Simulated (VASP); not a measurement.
# LiOs2 (P6_3/mmc) in VASP: relaxation of cell and atoms with PBE

Aim: the relaxation of cell and atoms of LiOs2 with PBE.

All numbers are computed with VASP 6.6.1; they aren't measurements. Logs are shortened: lines on timing, memory, paths and dates and some standing lists are left out, and cuts for length are marked.

### 1 The cell of the first run

The structure is hexagonal, space group P6_3/mmc (No. 194). Conventional cell: a = 4.209 Å, b = 4.209 Å, c = 5.893 Å, α = 90.00°, β = 90.00°, γ = 120.00°. Li (site symmetry -6m2) has 12 Os at 2.71 to 2.99 Å and 2 Li at 2.95 Å within 3.6 Å. Within 3.2 Å of Os (site symmetry 3m) lie 4 Os at 2.41 to 2.49 Å and 6 Li at 2.71 to 2.99 Å.

### 2 Relaxation of cell and atoms, PBE

INCAR reads:

```
SYSTEM = LiOs2
ALGO     = Fast           ! electronic algorithm
EDIFF    = 1E-6           ! SCF threshold, eV
EDIFFG   = -0.01          ! ionic threshold
ENCUT    = 600            ! plane-wave cutoff, eV
GGA      = PE             ! functional
IBRION   = 2              ! ionic algorithm
ISIF     = 3              ! what is computed and relaxed
ISMEAR   = 0              ! smearing method
LASPH    = .True.         ! aspherical terms in the spheres
LCHARG   = .False.        ! write CHGCAR
LREAL    = .False.        ! projectors in reciprocal space
LWAVE    = .False.        ! write WAVECAR
NELM     = 80             ! most SCF steps
NSW      = 100            ! ionic steps
PREC     = Accurate       ! precision mode
SIGMA    = 0.1            ! smearing width, eV
```

KPOINTS reads:

```
k-points
0
Gamma
  12 12 6
  0 0 0
```

POSCAR reads:

```
LiOs2
1.0
    4.2092113814      0.0000000000      0.0000000000
   -2.1046056907      3.6452839862      0.0000000000
    0.0000000000      0.0000000000      5.8926994393
Li Os
2 4
Direct
    0.0000000000      0.0000000000      0.7500000000
    0.0000000000      0.0000000000      0.2500000000
    0.3333333333      0.6666666667      0.0455242360
    0.3333333333      0.6666666667      0.4544757640
    0.6666666667      0.3333333333      0.9544757640
    0.6666666667      0.3333333333      0.5455242360
```

Potentials or basis: VASP PAW PBE potentials, release 64 (Li_sv, Os).

On the command line:

```bash
cat potpaw_PBE.64/Li_sv/POTCAR potpaw_PBE.64/Os/POTCAR > POTCAR
mpirun -np 1 vasp_std > vasp.out
```

OUTCAR:

```text
SYSTEM = LiOs2
   EDIFF = 1E-6
   EDIFFG = -0.01
   ENCUT = 600
   GGA = PE
   IBRION = 2
   ISIF = 3
   ISMEAR = 0
   LASPH = .True.
   LREAL = .False.
   NELM = 80
   NSW = 100
   PREC = Accurate

 ion  position               nearest neighbor table
   1  0.000  0.000  0.750-   5 2.71   6 2.71   5 2.71   6 2.71   5 2.71   6 2.71   3 2.99   4 2.99
                             3 2.99   4 2.99   3 2.99   4 2.99
   2  0.000  0.000  0.250-   3 2.71   4 2.71   3 2.71   4 2.71   3 2.71   4 2.71   5 2.99   6 2.99
                             5 2.99   6 2.99   5 2.99   6 2.99
   3  0.333  0.667  0.046-   4 2.41   5 2.49   5 2.49   5 2.49   2 2.71   2 2.71   2 2.71   1 2.99
                             1 2.99   1 2.99
   4  0.333  0.667  0.454-   3 2.41   6 2.49   6 2.49   6 2.49   2 2.71   2 2.71   2 2.71   1 2.99
                             1 2.99   1 2.99
   5  0.667  0.333  0.954-   6 2.41   3 2.49   3 2.49   3 2.49   1 2.71   1 2.71   1 2.71   2 2.99
                             2 2.99   2 2.99
   6  0.667  0.333  0.546-   5 2.41   4 2.49   4 2.49   4 2.49   1 2.71   1 2.71   1 2.71   2 2.99
                             2 2.99   2 2.99

  LATTYP: Found a hexagonal cell.
 ALAT       =     4.2092113814
 C/A-ratio  =     1.3999533179

  Lattice vectors:

 A1 = (   4.2092113814,   0.0000000000,   0.0000000000)
 A2 = (  -2.1046056907,   3.6452839862,   0.0000000000)
 A3 = (   0.0000000000,   0.0000000000,   5.8926994393)

Analysis of symmetry for initial positions (statically):
=====================================================================
 Subroutine PRICEL returns:
 Original cell was already a primitive cell.

 Routine SETGRP: Setting up the symmetry group for a
 hexagonal supercell.

 Subroutine GETGRP returns: Found 24 space group operations
 (whereof 12 operations were pure point group operations)
 out of a pool of 24 trial point group operations.

The static configuration has the point symmetry D_3d.
 The point group associated with its full space group is D_6h.

Analysis of symmetry for dynamics (positions and initial velocities):
=====================================================================
 Subroutine PRICEL returns:
 Original cell was already a primitive cell.

 Routine SETGRP: Setting up the symmetry group for a
 hexagonal supercell.

 Subroutine GETGRP returns: Found 24 space group operations
 (whereof 12 operations were pure point group operations)
 out of a pool of 24 trial point group operations.

The dynamic configuration has the point symmetry D_3d.
 The point group associated with its full space group is D_6h.

 Subroutine INISYM returns: Found 24 space group operations
 (whereof 12 operations are pure point group operations),
 and found     1 'primitive' translations

----------------------------------------------------------------------------------------

                                     Primitive cell

  volume of cell :      90.4162

  direct lattice vectors                    reciprocal lattice vectors
     4.209211381  0.000000000  0.000000000     0.237574194  0.137163525  0.000000000
    -2.104605691  3.645283986  0.000000000     0.000000000  0.274327049  0.000000000
     0.000000000  0.000000000  5.892699439     0.000000000  0.000000000  0.169701511

  length of vectors
     4.209211381  4.209211381  5.892699439     0.274327049  0.274327049  0.169701511

  position of ions in fractional coordinates (direct lattice)
     0.000000000  0.000000000  0.750000000
     0.000000000  0.000000000  0.250000000
     0.333333333  0.666666667  0.045524236
     0.333333333  0.666666667  0.454475764
     0.666666667  0.333333333  0.954475764
     0.666666667  0.333333333  0.545524236

  ion indices of the primitive-cell ions
   primitive index   ion index
                 1           1
                 2           2
                 3           3
                 4           4
                 5           5
                 6           6

----------------------------------------------------------------------------------------

 KPOINTS: k-points

Automatic generation of k-mesh.
 Grid dimensions read from file:
 generate k-points for:   12   12    6

 Generating k-lattice:

  Cartesian coordinates                     Fractional coordinates (reciprocal lattice)
     0.019797849  0.011430294  0.000000000     0.083333333 -0.000000000  0.000000000
     0.000000000  0.022860587  0.000000000     0.000000000  0.083333333  0.000000000
     0.000000000  0.000000000  0.028283585     0.000000000  0.000000000  0.166666667

  Length of vectors
     0.022860587  0.022860587  0.028283585

  Shift w.r.t. Gamma in fractional coordinates (k-lattice)
     0.000000000  0.000000000  0.000000000

 Subroutine IBZKPT returns following result:
 ===========================================

 Found     76 irreducible k-points:

 Following reciprocal coordinates:
            Coordinates               Weight
  0.000000  0.000000  0.000000      1.000000
  0.083333  0.000000  0.000000      6.000000
  0.166667  0.000000  0.000000      6.000000
  0.250000  0.000000  0.000000      6.000000
  0.333333 -0.000000  0.000000      6.000000
  0.416667  0.000000  0.000000      6.000000
[... 16 lines left out ...]
  0.250000  0.000000  0.166667     12.000000
  0.333333 -0.000000  0.166667     12.000000
 [... further k-points ...]
   k-points           NKPTS =     76   k-points in BZ     NKDIM =     76   number of bands    NBANDS=     23
   number of dos      NEDOS =    301   number of ions     NIONS =      6
   total plane-waves  NPLWV =  62208
   dimension x,y,z NGX =    36 NGY =   36 NGZ =   48
   dimension x,y,z NGXF=    72 NGYF=   72 NGZF=   96
   ions per type =               2   4
   NGX,Y,Z   is equivalent  to a cutoff of  14.22, 14.22, 13.54 a.u.
   NGXF,Y,Z  is equivalent  to a cutoff of  28.44, 28.44, 27.08 a.u.
 SYSTEM =  LiOs2
   PREC   = accura    normal or accurate (medium, high low for compatibility)
   ISTART =      0    job   : 0-new  1-cont  2-samecut
   ICHARG =      2    charge: 1-file 2-atom 10-const
   ISPIN  =      1    spin polarized calculation?
   LNONCOLLINEAR =      F non collinear calculations
   LSORBIT =      F    spin-orbit coupling
   LASPH  =      T    aspherical Exc in radial PAW
   ENCUT  =  600.0 eV  44.10 Ry    6.64 a.u.   8.41  8.41 11.77*2*pi/ulx,y,z
   NELM   =     80;   NELMIN=  2; NELMDL= -5     # of ELM steps
   EDIFF  = 0.1E-05   stopping-criterion for ELM
   LREAL  =      F    real-space projection
   EDIFFG = -.1E-01   stopping-criterion for IOM
   NSW    =    100    number of steps for IOM
   IBRION =      2    ionic relax: 0-MD 1-quasi-New 2-CG
   NFREE  =      1    steps in history (QN), initial steepest desc. (CG)
   ISIF   =      3    stress and relaxation
   ISYM   =      2    0-nonsym 1-usesym 2-fastsym
   POTIM  = 0.5000    time-step for ionic-motion
   TEBEG  =    0.0;   TEEND  =   0.0 temperature during run
   PSTRESS=    0.0 pullay stress
   NELECT =      38.0000    total number of electrons
   NUPDOWN=      -1.0000    fix difference up-down
   EMIN   =  10.00;   EMAX   =-10.00  energy-range for DOS
   EFERMI =   0.00;   METHOD = LEGACY
   ISMEAR =     0;   SIGMA  =   0.10  broadening in eV -4-tet -1-fermi 0-gaus
   EFERMI_NEDOS =   21; number of points for ismear=-14 and -15
   IALGO  =     68    algorithm
   IMIX   =      4    mixing-type and parameters
     AMIX     =   0.40;   BMIX     =  1.00
     AMIX_MAG =   1.60;   BMIX_MAG =  1.00
  volume/ion in A,a.u.               =      15.07       101.69
  Fermi-wavevector in a.u.,A,eV,Ry     =   1.226273  2.317320 20.459705  1.503746
  Thomas-Fermi vector in A             =   2.361280
   LORBIT       =      0    0 simple, 1 ext, 2 COOP (PROOUT), +10 PAW based schemes
   GGA     = PE    functional components
   LHFCALC =     F    Hartree Fock is set to
   AEXX    =    0.0000 exact exchange contribution
   IVDW    =     0    specifies the selected vdW correction
   LEPSILON=     F    determine dielectric tensor
   LRPA    =     F    only Hartree local field effects (RPA)
 conjugate gradient relaxation of ions
 non-spin polarized calculation
 RMM-DIIS sequential band-by-band and
 Gauss-broadening in eV      SIGMA  =   0.10
  energy-cutoff  :      600.00
  volume of cell :       90.42
 maximum number of plane-waves:      3077
 NGX is ok and might be reduce to    36
   NGX = 17   NGY = 17   NGZ = 23

--------------------------------------- Ionic step        1  -------------------------------------------

 number of electron      38.0000001 magnetization

 Free energy of the ion-electron system (eV)
  ---------------------------------------------------
  ext. energy  EPLUGINS =         0.00000000
  ---------------------------------------------------
  free energy    TOTEN  =       -46.90244384 eV

  energy without entropy =      -46.88141841  energy(sigma->0) =      -46.89193113

------------------------ aborting loop because EDIFF is reached ----------------------------------------

  FORCE on cell =-STRESS in cart. coord.  units (eV):
  Direction    XX          YY          ZZ          XY          YZ          ZX
  --------------------------------------------------------------------------------------
  -------------------------------------------------------------------------------------
  Total       -0.3618133     -0.3618133     -0.0523113     -0.0000000     -0.0000000      0.0000000
  in kB       -6.4113383     -6.4113383     -0.9269576     -0.0000000     -0.0000000      0.0000000
  external PRESSURE =      -4.5832114 kB  Pullay stress =       0.0000000 kB
[... 305 lines left out ...]
  energy  without entropy=      -46.8823397508  energy(sigma->0) =      -46.89267861

--------------------------------------- Ionic step        9  -------------------------------------------

 number of electron      38.0000003 magnetization

 Free energy of the ion-electron system (eV)
  ---------------------------------------------------
  ext. energy  EPLUGINS =         0.00000000
  ---------------------------------------------------
  free energy    TOTEN  =       -46.90304314 eV

  energy without entropy =      -46.88234793  energy(sigma->0) =      -46.89269553

 E-fermi :   5.7746     XC(G=0): -11.7540

 val. band max:        5.7698295467   @ k =   0.2500   0.0833   0.0000
 cond. band min:       5.7810489130   @ k =   0.2500   0.1667   0.5000
 fundamental gap:      0.0112193664
 Fermi energy:         5.7746177924

 k-point     1 :       0.0000    0.0000    0.0000
  band No.  band energies     occupation
      1     -39.2397      2.00000
      2     -39.2288      2.00000
      3      -2.3998      2.00000
      4      -0.0665      2.00000
      5       0.9327      2.00000
      6       0.9327      2.00000
[... 613 lines left out ...]
     22       6.8165      0.00000
     23       7.5659      0.00000

 [... further k-points ...]
[... 5 lines left out ...]
  --------------------------------------------------------------------------------------
  -------------------------------------------------------------------------------------
  Total       -0.0389567     -0.0389567     -0.0042895      0.0000000      0.0000000      0.0000000
  in kB       -0.6917114     -0.6917114     -0.0761636      0.0000000      0.0000000      0.0000000
  external PRESSURE =      -0.4865288 kB  Pullay stress =       0.0000000 kB
[... 21 lines left out ...]
  FREE ENERGIE OF THE ION-ELECTRON SYSTEM (eV)
  ---------------------------------------------------
  free  energy   TOTEN  =       -46.9030431352 eV

  energy  without entropy=      -46.8823479343  energy(sigma->0) =      -46.89269553

 reached required accuracy - stopping structural energy minimisation
```

Run time: 8.1 min. Hardware: 1 thread of Intel Xeon 6975P-C (Granite Rapids), shared host; peak memory 0.36 GiB.

Results:

```
Free energy                           : -46.9030 eV
Relaxed volume                        : 15.04 Å³/atom
Relaxed cell                          : a = 4.203 Å, b = 4.203 Å, c = 5.899 Å, α = 90.00°, β = 90.00°, γ = 120.00°
Space group after relaxing (to 0.1 Å) : P6_3/mmc (No. 194)
Energy gained by relaxing             : 0.1 meV/atom
Ionic steps                           : 9
Pressure after relaxing               : 0.0 GPa
Largest force after relaxing          : 0.009 eV/Å
Band gap on the k mesh                : zero (bands 19 and 20 overlap by 1.95 eV)
```

Forces in eV/Å, atoms in the order of the input:
```
Li   0.000  0.000  0.000
Li   0.000  0.000  0.000
Os   0.000  0.000  0.009
Os   0.000  0.000 -0.009
Os   0.000  0.000 -0.009
Os   0.000  0.000  0.009
```

The path:
```
step  energy change (eV)  largest force (eV/Å)  pressure (GPa)  volume (Å³)
   1              0.0000                0.0179           -0.46        90.42
   2              0.0003                0.0115            0.84        89.85
   3             -0.0005                0.0153            0.06        90.16
   4             -0.0005                0.0150            0.13        90.15
   5             -0.0005                0.0153            0.13        90.15
   6             -0.0006                0.0279            0.00        90.19
   7             -0.0006                0.0107            0.05        90.18
   8             -0.0006                0.0133            0.05        90.18
   9             -0.0006                0.0087           -0.05        90.23
```

Final structure:
```cif
data_structure
_symmetry_space_group_name_H-M 'P 1'
_symmetry_Int_Tables_number 1
_cell_length_a 4.2028
_cell_length_b 4.2028
_cell_length_c 5.8987
_cell_angle_alpha 90.000
_cell_angle_beta 90.000
_cell_angle_gamma 120.000
_cell_volume 90.23
loop_
_atom_site_label
_atom_site_type_symbol
_atom_site_fract_x
_atom_site_fract_y
_atom_site_fract_z
_atom_site_occupancy
Li1 Li 0.00000 0.00000 0.75000 1
Li2 Li 0.00000 0.00000 0.25000 1
Os1 Os 0.33333 0.66667 0.04544 1
Os2 Os 0.33333 0.66667 0.45456 1
Os3 Os 0.66667 0.33333 0.95456 1
Os4 Os 0.66667 0.33333 0.54544 1
```

Levels at points of the mesh, in eV from the Fermi level:
```
           k point  band 17  band 18  band 19  band 20  band 21  band 22
(0.00, 0.00, 0.00)    -1.51    -1.02    -1.02     0.33     0.33     1.30
(0.50, 0.00, 0.00)    -1.31    -0.38     0.47     0.75     1.10     1.49
(0.00, 0.00, 0.50)    -1.84    -1.84    -1.49    -1.49     1.19     1.19
(0.50, 0.00, 0.50)    -0.14    -0.14     0.13     0.13     0.93     0.93
```

Caveat: the cutoff is under 1.25 times the usual one of these potentials, so pressure, stress and relaxed cells hold a basis-set (Pulay) error; spin-orbit coupling is left out, which moves the levels of the heavy elements.
